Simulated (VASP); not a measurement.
# BN in VASP: further runs, part 2 of 2

VASP 6.6.1. Earlier steps stand in the parts before.

### 3 Single point, PBE (engineering shear strain xz +0.0000, normal strain along z -0.0350)

INCAR

```
SYSTEM = BN
ALGO     = Normal         ! electronic algorithm
EDIFF    = 1E-6           ! SCF threshold, eV
ENCUT    = 520            ! plane-wave cutoff, eV
GGA      = PE             ! functional
ISIF     = 2              ! what is computed and relaxed
ISMEAR   = 0              ! smearing method
LASPH    = .TRUE.         ! aspherical terms in the spheres
LCHARG   = .TRUE.         ! write CHGCAR
LELF     = .TRUE.         ! ELF
LREAL    = .FALSE.        ! projectors in reciprocal space
LVHAR    = .TRUE.       
LWAVE    = .FALSE.        ! write WAVECAR
NBANDS   = 11             ! bands
NELM     = 60             ! most SCF steps
PREC     = Accurate       ! precision mode
SIGMA    = 0.05           ! smearing width, eV
```

KPOINTS

```
k-points
0
G
  12 12 12
  0 0 0
```

POSCAR

```
BN
1.0
    0.0000000000      1.7489599984      1.8123937807
    1.8123937807      0.0000000000      1.8123937807
    1.8123937807      1.7489599984      0.0000000000
B N
1 1
Direct
    0.0000000000      0.0000000000      0.0000000000
    0.7500000000      0.7500000000      0.7500000000
```

Potentials or basis: VASP PAW PBE potentials, release 64 (B, N).

Launch:

```sh
$ cat potpaw_PBE.64/B/POTCAR potpaw_PBE.64/N/POTCAR > POTCAR
$ mpirun -np 1 vasp_std > vasp.out
```

OUTCAR:

```text
SYSTEM = BN
   EDIFF = 1E-6
   ENCUT = 520
   GGA = PE
   ISIF = 2
   ISMEAR = 0
   LASPH = .TRUE.
   LREAL = .FALSE.
   NELM = 60
   PREC = Accurate

 ion  position               nearest neighbor table
   1  0.000  0.000  0.000-   2 1.55   2 1.55   2 1.55   2 1.55
   2  0.750  0.750  0.750-   1 1.55   1 1.55   1 1.55   1 1.55

  LATTYP: Found a body centered tetragonal cell.
 ALAT       =     2.5631118650
 C/A-ratio  =     1.3647160877

  Lattice vectors:

 A1 = (   0.0000000000,  -1.7489599984,   1.8123937807)
 A2 = (   0.0000000000,  -1.7489599984,  -1.8123937807)
 A3 = (   1.8123937807,   1.7489599984,   0.0000000000)

Analysis of symmetry for initial positions (statically):
=====================================================================
 Subroutine PRICEL returns:
 Original cell was already a primitive cell.

 Routine SETGRP: Setting up the symmetry group for a
 body centered tetragonal supercell.

 Subroutine GETGRP returns: Found  8 space group operations
 (whereof  8 operations were pure point group operations)
 out of a pool of 16 trial point group operations.

The static configuration has the point symmetry D_2d.

Analysis of symmetry for dynamics (positions and initial velocities):
=====================================================================
 Subroutine PRICEL returns:
 Original cell was already a primitive cell.

 Routine SETGRP: Setting up the symmetry group for a
 body centered tetragonal supercell.

 Subroutine GETGRP returns: Found  8 space group operations
 (whereof  8 operations were pure point group operations)
 out of a pool of 16 trial point group operations.

The dynamic configuration has the point symmetry D_2d.

 Subroutine INISYM returns: Found  8 space group operations
 (whereof  8 operations are pure point group operations),
 and found     1 'primitive' translations

----------------------------------------------------------------------------------------

                                     Primitive cell

  volume of cell :      11.4899
[... 112 lines left out ...]
  Thomas-Fermi vector in A             =   2.568545
   LORBIT       =      0    0 simple, 1 ext, 2 COOP (PROOUT), +10 PAW based schemes
   GGA     = PE    functional components
   LHFCALC =     F    Hartree Fock is set to
   AEXX    =    0.0000 exact exchange contribution
   IVDW    =     0    specifies the selected vdW correction
   LEPSILON=     F    determine dielectric tensor
   LRPA    =     F    only Hartree local field effects (RPA)
 non-spin polarized calculation
 Gauss-broadening in eV      SIGMA  =   0.05
  energy-cutoff  :      520.00
  volume of cell :       11.49
 maximum number of plane-waves:       323
   NGX =  9   NGY =  9   NGZ =  9

 number of electron       7.9999998 magnetization

 Free energy of the ion-electron system (eV)
  ---------------------------------------------------
  ext. energy  EPLUGINS =         0.00000000
  ---------------------------------------------------
  free energy    TOTEN  =       -17.41325186 eV

  energy without entropy =      -17.41325186  energy(sigma->0) =      -17.41325186

 E-fermi :   8.3195     XC(G=0): -12.9601

 val. band max:        7.9730272066   @ k =   0.0000   0.0000   0.0000
 cond. band min:      11.8261519589   @ k =   0.5000   0.0000   0.5000
 fundamental gap:      3.8531247523
 Fermi energy:         8.3195262065

 k-point     1 :       0.0000    0.0000    0.0000
  band No.  band energies     occupation
      1     -12.7988      2.00000
      2       7.6354      2.00000
      3       7.6354      2.00000
      4       7.9730      2.00000
      5      16.5410      0.00000
      6      16.7959      0.00000
      7      16.7959      0.00000
      8      18.5413      0.00000
      9      33.0301      0.00000
     10      34.9310      0.00000
     11      35.8550      0.00000
[... 309 lines left out ...]
 k-point    24 :      -0.4167    0.1667   -0.0000
  band No.  band energies     occupation
      1      -8.0690      2.00000
      2      -2.5081      2.00000
      3       3.3662      2.00000
      4       5.2715      2.00000
      5      17.3887      0.00000
      6      19.7064      0.00000
      7      20.7209      0.00000
      8      23.7682      0.00000
      9      29.2701      0.00000
     10      33.5327      0.00000
     11      34.9241      0.00000

 [... further k-points ...]
[... 5 lines left out ...]
  --------------------------------------------------------------------------------------
  -------------------------------------------------------------------------------------
  Total        0.5244167      2.0544972      0.5244167      0.0000000      0.0000000      0.0000000
  in kB       73.1260532    286.4845005     73.1260532      0.0000000      0.0000000      0.0000000
  external PRESSURE =     144.2455356 kB  Pullay stress =       0.0000000 kB

 VOLUME and BASIS-vectors are now :
 -----------------------------------------------------------------------------
  energy-cutoff  :      520.00
  volume of cell :       11.49
      direct lattice vectors                 reciprocal lattice vectors
     0.000000000  1.748959998  1.812393781    -0.275878236  0.285884183  0.275878236
     1.812393781  0.000000000  1.812393781     0.275878236 -0.285884183  0.275878236
     1.812393781  1.748959998  0.000000000     0.275878236  0.285884183 -0.275878236

 POSITION                                       TOTAL-FORCE (eV/Angst)
 -----------------------------------------------------------------------------------
      0.00000      0.00000      0.00000         0.000000      0.000000     -0.000000
      2.71859      2.62344      2.71859        -0.000000     -0.000000      0.000000
 -----------------------------------------------------------------------------------
    total drift:                               -0.000001      0.000002     -0.000001

  FREE ENERGIE OF THE ION-ELECTRON SYSTEM (eV)
  ---------------------------------------------------
  free  energy   TOTEN  =       -17.4132518611 eV

  energy  without entropy=      -17.4132518611  energy(sigma->0) =      -17.41325186
```

stdout:

```text
POSCAR found type information on POSCAR B N
 POSCAR found :  2 types and       2 ions
 scaLAPACK will be used
 LDA part: xc-table for (Slater+PW92), standard interpolation
 POSCAR, INCAR and KPOINTS ok, starting setup
 FFT: planning ... GRIDC
 FFT: planning ... GRID_SOFT
 FFT: planning ... GRID
 WAVECAR not read
 entering main loop
```

Run time: 7.7 s. Hardware: 1 thread of Intel Xeon 6975P-C (Granite Rapids), shared host; peak memory 0.13 GiB.

What came out:

```
Free energy            : -17.4133 eV
Pressure               : 14.4 GPa
Band gap on the k mesh : 3.85 eV, indirect (least direct gap 8.57 eV)
```

Stress tensor (GPa, compression positive):
```
 7.31  0.00  0.00
 0.00 28.65  0.00
 0.00  0.00  7.31
```

Caveat: the cell differs from its parent crystal (engineering shear strain xz +0.0000, normal strain along z -0.0350). A k mesh can miss the band edges.

### 4 Single point, PBE (engineering shear strain xz +0.0000, normal strain along z -0.0175)

INCAR

```
SYSTEM = BN
PREC = Accurate
ENCUT = 520
EDIFF = 1E-6
ISMEAR = 0
SIGMA = 0.05
LREAL = .False.
LASPH = .True.
NELM = 100
ALGO = Normal
ISIF = 2
LWAVE = .False.
LCHARG = .True.
GGA = PE
LELF = .True.
LVHAR = .True.
NBANDS = 11
```

KPOINTS

```
regular mesh
0
Gamma
  12 12 12
  0 0 0
```

POSCAR

```
BN
1.0
    0.0000000000      1.7806768895      1.8123937807
    1.8123937807      0.0000000000      1.8123937807
    1.8123937807      1.7806768895      0.0000000000
B N
1 1
Direct
    0.0000000000      0.0000000000      0.0000000000
    0.7500000000      0.7500000000      0.7500000000
```

Launch:

```sh
$ cat potpaw_PBE.64/B/POTCAR potpaw_PBE.64/N/POTCAR > POTCAR
$ mpirun -np 1 vasp_std > vasp.out
```

Wall time 7.8 s (1 thread of Intel Xeon 6975P-C (Granite Rapids), shared host); peak memory 0.13 GiB.

The run converged. Its results:

```
Free energy            : -17.4414 eV
Pressure               : 7.0 GPa
Band gap on the k mesh : 4.15 eV, indirect (least direct gap 8.67 eV)
```

Stress tensor (GPa, compression positive):
```
 3.48  0.00  0.00
 0.00 14.16  0.00
 0.00  0.00  3.48
```

Levels at points of the mesh, in eV from the valence-band top:
| k point | band 2 | band 3 | band 4 | band 5 | band 6 | band 7 |
| --- | --- | --- | --- | --- | --- | --- |
| (0.00, 0.00, 0.00) | -0.17 | -0.17 | 0.00 | 8.67 | 8.80 | 8.80 |
| (0.50, 0.00, 0.00) | -10.89 | -2.21 | -1.94 | 10.02 | 10.55 | 10.88 |
| (0.50, 0.50, 0.00) | -9.18 | -4.99 | -4.98 | 4.46 | 9.31 | 17.79 |
| (0.50, 0.00, 0.50) | -8.92 | -5.22 | -5.22 | 4.15 | 8.89 | 17.98 |

Caveat: the cell differs from its parent crystal (engineering shear strain xz +0.0000, normal strain along z -0.0175).

### 5 Overview

```csv
cell,gap on the mesh (eV),pressure (GPa)
"a = 2.563 Å, angles 60.0°, 2 atoms",4.45,0.2
"a = 2.519, b = 2.563 Å, angles 59.4, 61.2, 59.4°, 2 atoms",3.85,14.4
"a = 2.541, b = 2.563 Å, angles 59.7, 60.6, 59.7°, 2 atoms",4.15,7.0
```

Alike in all rows: task single point; level PBE; potentials or basis VASP PAW PBE potentials, release 64 (B, N); no spin polarisation; k mesh 12 × 12 × 12; cutoff (eV) 520; smearing gaussian 0.05 eV.

Absolute energies hang on the potentials; compare differences alone.
